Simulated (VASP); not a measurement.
# AlRu in VASP: a series of runs, part 2 of 2

VASP 6.6.1. The steps go on from the part before.

**3. Relaxation of volume and atoms at fixed shape, PBE**

File INCAR:

```
PREC = Accurate
ENCUT = 600
EDIFF = 1E-6
ISMEAR = 0
SIGMA = 0.1
LREAL = False
LASPH = True
NELM = 100
ALGO = Normal
ISIF = 8
LWAVE = False
LCHARG = False
GGA = PE
IBRION = 2
NSW = 50
EDIFFG = -0.02
```

File KPOINTS:

```
Automatic mesh
0
Gamma
  4 4 4
```

File POSCAR:

```
AlRu
1.0
    2.9824954400      0.0000000000      0.0000000000
    0.0000000000      2.9824954400      0.0000000000
    0.0000000000      0.0000000000      2.9824954400
Al Ru
1 1
Direct
    0.0000000000      0.0000000000      0.0000000000
    0.5167644850      0.5000000000      0.5000000000
```

Potentials or basis: VASP PAW PBE potentials, release 64 (Al, Ru_pv).

Launch:

```sh
> cat potpaw_PBE.64/Al/POTCAR potpaw_PBE.64/Ru_pv/POTCAR > POTCAR
> mpirun -np 1 vasp_std > vasp.out
```

OUTCAR:

```text
PREC = Accurate
   ENCUT = 600
   EDIFF = 1E-6
   ISMEAR = 0
   LREAL = False
   LASPH = True
   NELM = 100
   ISIF = 8
   GGA = PE
   IBRION = 2
   NSW = 50
   EDIFFG = -0.02

 ion  position               nearest neighbor table
   1  0.000  0.000  0.000-   2 2.55   2 2.55   2 2.55   2 2.55   2 2.61   2 2.61   2 2.61   2 2.61

   2  0.517  0.500  0.500-   1 2.55   1 2.55   1 2.55   1 2.55   1 2.61   1 2.61   1 2.61   1 2.61

  LATTYP: Found a simple cubic cell.
 ALAT       =     2.9824954400

  Lattice vectors:

 A1 = (   2.9824954400,   0.0000000000,   0.0000000000)
 A2 = (   0.0000000000,   2.9824954400,   0.0000000000)
 A3 = (   0.0000000000,   0.0000000000,   2.9824954400)

Analysis of symmetry for initial positions (statically):
=====================================================================
 Subroutine PRICEL returns:
 Original cell was already a primitive cell.

 Routine SETGRP: Setting up the symmetry group for a
 simple cubic supercell.

 Subroutine GETGRP returns: Found  8 space group operations
 (whereof  8 operations were pure point group operations)
 out of a pool of 48 trial point group operations.

The static configuration has the point symmetry C_4v.

Analysis of symmetry for dynamics (positions and initial velocities):
=====================================================================
 Subroutine PRICEL returns:
 Original cell was already a primitive cell.

 Routine SETGRP: Setting up the symmetry group for a
 simple cubic supercell.

 Subroutine GETGRP returns: Found  8 space group operations
 (whereof  8 operations were pure point group operations)
 out of a pool of 48 trial point group operations.

The dynamic configuration has the point symmetry C_4v.

 Subroutine INISYM returns: Found  8 space group operations
 (whereof  8 operations are pure point group operations),
 and found     1 'primitive' translations

----------------------------------------------------------------------------------------

                                     Primitive cell

  volume of cell :      26.5301

  direct lattice vectors                    reciprocal lattice vectors
     2.982495440  0.000000000  0.000000000     0.335289700  0.000000000  0.000000000
     0.000000000  2.982495440  0.000000000     0.000000000  0.335289700  0.000000000
     0.000000000  0.000000000  2.982495440     0.000000000  0.000000000  0.335289700

  length of vectors
     2.982495440  2.982495440  2.982495440     0.335289700  0.335289700  0.335289700

  position of ions in fractional coordinates (direct lattice)
     0.000000000  0.000000000  0.000000000
     0.516764485  0.500000000  0.500000000

  ion indices of the primitive-cell ions
   primitive index   ion index
                 1           1
                 2           2

----------------------------------------------------------------------------------------

 KPOINTS: Automatic mesh

Automatic generation of k-mesh.
 Grid dimensions read from file:
 generate k-points for:    4    4    4

 Generating k-lattice:

  Cartesian coordinates                     Fractional coordinates (reciprocal lattice)
     0.083822425  0.000000000  0.000000000     0.250000000  0.000000000  0.000000000
     0.000000000  0.083822425  0.000000000     0.000000000  0.250000000  0.000000000
     0.000000000  0.000000000  0.083822425     0.000000000  0.000000000  0.250000000

  Length of vectors
     0.083822425  0.083822425  0.083822425

  Shift w.r.t. Gamma in fractional coordinates (k-lattice)
     0.000000000  0.000000000  0.000000000

 Subroutine IBZKPT returns following result:
 ===========================================

 Found     18 irreducible k-points:

 Following reciprocal coordinates:
            Coordinates               Weight
  0.000000  0.000000  0.000000      1.000000
  0.250000  0.000000  0.000000      2.000000
  0.000000  0.250000  0.000000      4.000000
  0.500000  0.000000  0.000000      1.000000
  0.000000  0.500000  0.000000      2.000000
  0.250000  0.250000  0.000000      8.000000
[... 10 lines left out ...]
  0.250000  0.500000  0.500000      2.000000
  0.500000  0.500000  0.500000      1.000000
   k-points           NKPTS =     18   k-points in BZ     NKDIM =     18   number of bands    NBANDS=     12
   number of dos      NEDOS =    301   number of ions     NIONS =      2
   total plane-waves  NPLWV =  13824
   dimension x,y,z NGX =    24 NGY =   24 NGZ =   24
   dimension x,y,z NGXF=    48 NGYF=   48 NGZF=   48
   ions per type =               1   1
   NGX,Y,Z   is equivalent  to a cutoff of  13.38, 13.38, 13.38 a.u.
   NGXF,Y,Z  is equivalent  to a cutoff of  26.76, 26.76, 26.76 a.u.
 SYSTEM =  unknown system
   PREC   = accura    normal or accurate (medium, high low for compatibility)
   ISTART =      0    job   : 0-new  1-cont  2-samecut
   ICHARG =      2    charge: 1-file 2-atom 10-const
   ISPIN  =      1    spin polarized calculation?
   LNONCOLLINEAR =      F non collinear calculations
   LSORBIT =      F    spin-orbit coupling
   LASPH  =      T    aspherical Exc in radial PAW
   ENCUT  =  600.0 eV  44.10 Ry    6.64 a.u.   5.96  5.96  5.96*2*pi/ulx,y,z
   NELM   =    100;   NELMIN=  2; NELMDL= -5     # of ELM steps
   EDIFF  = 0.1E-05   stopping-criterion for ELM
   LREAL  =      F    real-space projection
   EDIFFG = -.2E-01   stopping-criterion for IOM
   NSW    =     50    number of steps for IOM
   IBRION =      2    ionic relax: 0-MD 1-quasi-New 2-CG
   NFREE  =      1    steps in history (QN), initial steepest desc. (CG)
   ISIF   =      8    stress and relaxation
   ISYM   =      2    0-nonsym 1-usesym 2-fastsym
   POTIM  = 0.5000    time-step for ionic-motion
   TEBEG  =    0.0;   TEEND  =   0.0 temperature during run
   PSTRESS=    0.0 pullay stress
   NELECT =      17.0000    total number of electrons
   NUPDOWN=      -1.0000    fix difference up-down
   EMIN   =  10.00;   EMAX   =-10.00  energy-range for DOS
   EFERMI =   0.00;   METHOD = LEGACY
   ISMEAR =     0;   SIGMA  =   0.10  broadening in eV -4-tet -1-fermi 0-gaus
   EFERMI_NEDOS =   21; number of points for ismear=-14 and -15
   IALGO  =     38    algorithm
   IMIX   =      4    mixing-type and parameters
     AMIX     =   0.40;   BMIX     =  1.00
     AMIX_MAG =   1.60;   BMIX_MAG =  1.00
  volume/ion in A,a.u.               =      13.27        89.52
  Fermi-wavevector in a.u.,A,eV,Ry     =   1.411382  2.667126 27.102807  1.992000
  Thomas-Fermi vector in A             =   2.533239
   LORBIT       =      0    0 simple, 1 ext, 2 COOP (PROOUT), +10 PAW based schemes
   GGA     = PE    functional components
   LHFCALC =     F    Hartree Fock is set to
   AEXX    =    0.0000 exact exchange contribution
   IVDW    =     0    specifies the selected vdW correction
   LEPSILON=     F    determine dielectric tensor
   LRPA    =     F    only Hartree local field effects (RPA)
 conjugate gradient relaxation of ions
 non-spin polarized calculation
 Gauss-broadening in eV      SIGMA  =   0.10
  energy-cutoff  :      600.00
  volume of cell :       26.53
 maximum number of plane-waves:       912
 NGX is ok and might be reduce to    24
   NGX = 11   NGY = 11   NGZ = 11

--------------------------------------- Ionic step        1  -------------------------------------------

 number of electron      16.9999996 magnetization

 Free energy of the ion-electron system (eV)
  ---------------------------------------------------
  ext. energy  EPLUGINS =         0.00000000
  ---------------------------------------------------
  free energy    TOTEN  =       -14.50670701 eV

  energy without entropy =      -14.50062064  energy(sigma->0) =      -14.50366382

------------------------ aborting loop because EDIFF is reached ----------------------------------------

  FORCE on cell =-STRESS in cart. coord.  units (eV):
  Direction    XX          YY          ZZ          XY          YZ          ZX
  --------------------------------------------------------------------------------------
  -------------------------------------------------------------------------------------
  Total        0.3778990      0.4074922      0.4074922      0.0000000      0.0000000      0.0000000
  in kB       22.8216473     24.6088045     24.6088045      0.0000000      0.0000000      0.0000000
  external PRESSURE =      24.0130854 kB  Pullay stress =       0.0000000 kB
[... 129 lines left out ...]
  energy  without entropy=      -14.5123335371  energy(sigma->0) =      -14.51540009

--------------------------------------- Ionic step        5  -------------------------------------------

 number of electron      16.9999999 magnetization

 Free energy of the ion-electron system (eV)
  ---------------------------------------------------
  ext. energy  EPLUGINS =         0.00000000
  ---------------------------------------------------
  free energy    TOTEN  =       -14.51851484 eV

  energy without entropy =      -14.51237564  energy(sigma->0) =      -14.51544524

 E-fermi :  11.0874     XC(G=0): -12.5565

 val. band max:       11.0620508535   @ k =   0.0000   0.2500   0.0000
 cond. band min:      11.1913285098   @ k =   0.5000   0.0000   0.0000
 fundamental gap:      0.1292776563
 Fermi energy:        11.0873672290

 k-point     1 :       0.0000    0.0000    0.0000
  band No.  band energies     occupation
      1     -30.9922      2.00000
      2     -30.9922      2.00000
      3     -30.9921      2.00000
      4       1.0303      2.00000
      5       7.1780      2.00000
      6       7.1780      2.00000
      7      10.9376      1.96578
      8      10.9376      1.96578
      9      10.9376      1.96577
     10      16.7721      0.00000
     11      16.7721      0.00000
     12      16.7721      0.00000
[... 282 lines left out ...]
  FREE ENERGIE OF THE ION-ELECTRON SYSTEM (eV)
  ---------------------------------------------------
  free  energy   TOTEN  =       -14.5185148351 eV

  energy  without entropy=      -14.5123756361  energy(sigma->0) =      -14.51544524

 reached required accuracy - stopping structural energy minimisation
```

OSZICAR:

```text
N       E                     dE             d eps       ncg     rms          rms(c)
DAV:   1     0.120788575744E+03    0.12079E+03   -0.10394E+04   448   0.147E+03
DAV:   2    -0.125971735013E+02   -0.13339E+03   -0.12851E+03   448   0.363E+02
DAV:   3    -0.150922921197E+02   -0.24951E+01   -0.24055E+01   504   0.498E+01
[... 38 lines left out ...]
DAV:   1    -0.145186997955E+02   -0.23341E-03   -0.21517E-02   460   0.284E+00    0.141E-01
DAV:   2    -0.145185281021E+02    0.17169E-03   -0.21344E-03   440   0.564E-01    0.390E-02
DAV:   3    -0.145185173931E+02    0.10709E-04   -0.45344E-05   492   0.792E-02    0.139E-02
DAV:   4    -0.145185149335E+02    0.24595E-05   -0.98587E-06   440   0.274E-02    0.357E-03
DAV:   5    -0.145185148351E+02    0.98390E-07   -0.15466E-07   240   0.402E-03
   5 F= -.14518515E+02 E0= -.14515445E+02  d E =-.351762E-02
```

CONTCAR:

```text
AlRu
   1.00000000000000
     2.9925073398863975    0.0000000000000000    0.0000000000000000
     0.0000000000000000    2.9925073398863975    0.0000000000000000
     0.0000000000000000    0.0000000000000000    2.9925073398863975
  Al              Ru
     1     1
Direct
     0.0083231855228212    0.0000000000000000    0.0000000000000000
     0.5084412994771819    0.5000000000000000    0.5000000000000000

  0.00000000E+00  0.00000000E+00  0.00000000E+00
  0.00000000E+00  0.00000000E+00  0.00000000E+00
```

It took 16 s on 1 thread of Intel Xeon 6975P-C, shared host; peak memory 0.15 GiB.

Results:

| Quantity | Value |
| --- | --- |
| Free energy | -14.5185 eV |
| Relaxed volume | 13.40 Å³/atom |
| Relaxed cell | a = 2.993 Å, b = 2.993 Å, c = 2.993 Å, α = 90.00°, β = 90.00°, γ = 90.00° |
| Space group after relaxing (to 0.05 Å) | Pm-3m (No. 221) |
| Energy gained by relaxing | 5.9 meV/atom |
| Ionic steps | 5 |
| Pressure after relaxing | 0.1 GPa |

Forces in eV/Å, atoms in the order of the input:
```
Al   0.003  0.000  0.000
Ru  -0.003  0.000  0.000
```

The path:
```
step  energy change (eV)  largest force (eV/Å)  pressure (GPa)  volume (Å³)
   1              0.0000                0.3985            2.40        26.53
   2             -0.0055                0.0828           -3.65        27.30
   3             -0.0083                0.1915           -1.54        27.01
   4             -0.0118                0.0202            0.24        26.77
   5             -0.0118                0.0027            0.06        26.80
```

Final structure:
```xyz
2
Lattice="2.9925 0.0000 0.0000 0.0000 2.9925 0.0000 0.0000 0.0000 2.9925" Properties=species:S:1:pos:R:3 pbc="T T T"
Al    0.0249    0.0000    0.0000
Ru    1.5215    1.4963    1.4963
```

Caveat: the k points lie up to 0.52 Å⁻¹ apart in the final cell.

**4. Relaxation of the atoms, PBE**

File INCAR:

```
SYSTEM = AlRu
PREC = Accurate
ENCUT = 520
EDIFF = 1E-6
ISMEAR = 1
SIGMA = 0.013
LREAL = .FALSE.
LASPH = .TRUE.
NELM = 60
ALGO = Normal
ISIF = 2
LWAVE = .FALSE.
LCHARG = .FALSE.
GGA = PE
IBRION = 2
NSW = 50
EDIFFG = -0.002
```

File KPOINTS:

```
Automatic mesh
0
G
  2 2 2
  0 0 0
```

POSCAR: that of step 3 with these lines changed.

```diff
@@ -9,2 +9,2 @@
     0.0000000000      0.0000000000      0.0000000000
-    0.5167644850      0.5000000000      0.5000000000
+    0.5000000000      0.5000000000      0.5000000000
```

Launch:

```sh
> cat potpaw_PBE.64/Al/POTCAR potpaw_PBE.64/Ru_pv/POTCAR > POTCAR
> mpirun -np 1 vasp_std > vasp.out
```

Run time: 4 s. Hardware: 1 thread of Intel Xeon 6975P-C, shared host; peak memory 0.13 GiB.

It converged, with:

| Quantity | Value |
| --- | --- |
| Free energy | -13.5700 eV |
| Pressure after relaxing | 12.4 GPa |

Final structure:
```
CELL_PARAMETERS angstrom
2.98250 0.00000 0.00000
0.00000 2.98250 0.00000
0.00000 0.00000 2.98250
ATOMIC_POSITIONS crystal
Al 0.00000 0.00000 0.00000
Ru 0.50000 0.50000 0.50000
```

Levels at points of the mesh, in eV from the Fermi level:
| k point | band 7 | band 8 | band 9 | band 10 | band 11 | band 12 |
| --- | --- | --- | --- | --- | --- | --- |
| (0.00, 0.00, 0.00) | -0.24 | -0.24 | -0.24 | 6.15 | 6.15 | 6.15 |
| (0.50, 0.00, 0.00) | -1.97 | -1.97 | 0.00 | 1.88 | 7.48 | 11.03 |
| (0.50, 0.50, 0.00) | -1.56 | -1.39 | -1.39 | 1.02 | 5.07 | 6.14 |
| (0.50, 0.50, 0.50) | 1.11 | 1.11 | 2.80 | 4.01 | 4.01 | 4.01 |

Caveat: the k points lie up to 1.05 Å⁻¹ apart; the relaxation stopped at its first step, so nothing moved.

**5. Summary**

| task | level | cell | k mesh | cutoff (eV) | smearing | gap on the mesh (eV) | pressure (GPa) |
| --- | --- | --- | --- | --- | --- | --- | --- |
| single point | PBEsol | as given | 6 × 6 × 6 | 520 | gaussian 0.1 eV | none | -1.2 |
| relaxation of volume and atoms at fixed shape | PBE | relaxed | 4 × 4 × 4 | 600 | gaussian 0.1 eV | none | 0.1 |
| relaxation of the atoms | PBE | atoms relaxed | 2 × 2 × 2 | 520 | methfessel-paxton 0.013 eV | none | 12.4 |

Alike in all rows: potentials or basis VASP PAW PBE potentials, release 64 (Al, Ru_pv); no spin polarisation.

Caveats: some runs use coarse meshes; the PAW data sets were made with another functional, which shifts forces and pressure a little (some runs); the relaxation stopped at its first step, so nothing moved (some runs).

Total energies depend on the potentials used, so only differences within one code and one set of settings carry meaning.
